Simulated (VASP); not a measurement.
Set up this calculation in VASP 6.6.1, as the native input.

```
Task                   : single point
Functional             : r2SCAN
Potentials or basis    : VASP PAW PBE potentials, release 64 (Mg, Sb)
Cutoff                 : 660 eV
k mesh                 : 6 × 6 × 4
Occupations            : gaussian, width 0.02 eV
Spin                   : no spin polarisation
Dipole correction      : no
Further INCAR settings : ALGO = Normal; EDIFF = 1e-06; NBANDS = 16
```

Mg3Sb2:

```
CELL_PARAMETERS angstrom
4.56916 0.00000 0.00000
-2.28458 3.95701 0.00000
0.00000 0.00000 7.24042
ATOMIC_POSITIONS crystal
Mg 0.33333 0.66667 0.63366
Mg 0.66667 0.33333 0.36634
Mg 0.00000 0.00000 0.00000
Sb 0.33333 0.66667 0.22874
Sb 0.66667 0.33333 0.77126
```

The input as run:

POSCAR

```
Mg3Sb2
1.0
    4.5691581979      0.0000000000      0.0000000000
   -2.2845790989      3.9570070733      0.0000000000
    0.0000000000      0.0000000000      7.2404157659
Mg Sb
3 2
Direct
    0.3333333333      0.6666666667      0.6336636215
    0.6666666667      0.3333333333      0.3663363785
    0.0000000000      0.0000000000      0.0000000000
    0.3333333333      0.6666666667      0.2287383461
    0.6666666667      0.3333333333      0.7712616539
```

INCAR.step1

```
ALGO = Normal ; EDIFF = 1E-5
ENCUT = 660 ; GGA = PE
GGA_COMPAT = False ; ISMEAR = 0
LASPH = True ; LCHARG = False
LREAL = False ; LWAVE = True
NBANDS = 16 ; NELM = 120
PREC = Accurate ; SIGMA = 0.02
```

INCAR.step2

```
ALGO = Normal ; EDIFF = 1E-6
ENCUT = 660 ; GGA_COMPAT = False
ISIF = 2 ; ISMEAR = 0
ISTART = 1 ; LASPH = True
LCHARG = False ; LMIXTAU = True
LREAL = False ; LWAVE = False
METAGGA = R2SCAN ; NBANDS = 16
NELM = 120 ; PREC = Accurate
SIGMA = 0.02
```

KPOINTS

```
k-points
0
Gamma
  6 6 4
```

Potentials or basis: VASP PAW PBE potentials, release 64 (Mg, Sb).

Launch:

```console
$ cat potpaw_PBE.64/Mg/POTCAR potpaw_PBE.64/Sb/POTCAR > POTCAR
$ cp INCAR.step1 INCAR
$ mpirun -np 1 vasp_std > vasp.out
$ cp INCAR.step2 INCAR
$ mpirun -np 1 vasp_std > vasp.out
```

Results of the run:

```
Pressure               : 0.0 GPa
Largest force          : 0.016 eV/Å
Band gap on the k mesh : 0.56 eV (least direct gap 1.75 eV)
```

Caveat: semilocal functionals underestimate gaps, and a narrow one can read as zero; the PAW data sets were made with another functional, which shifts forces and pressure a little; spin-orbit coupling is left out, which moves the levels of the heavy elements.

Wall time 12 min on 1 thread of Intel Xeon 8259CL (shared host), peak memory 0.38 GiB.
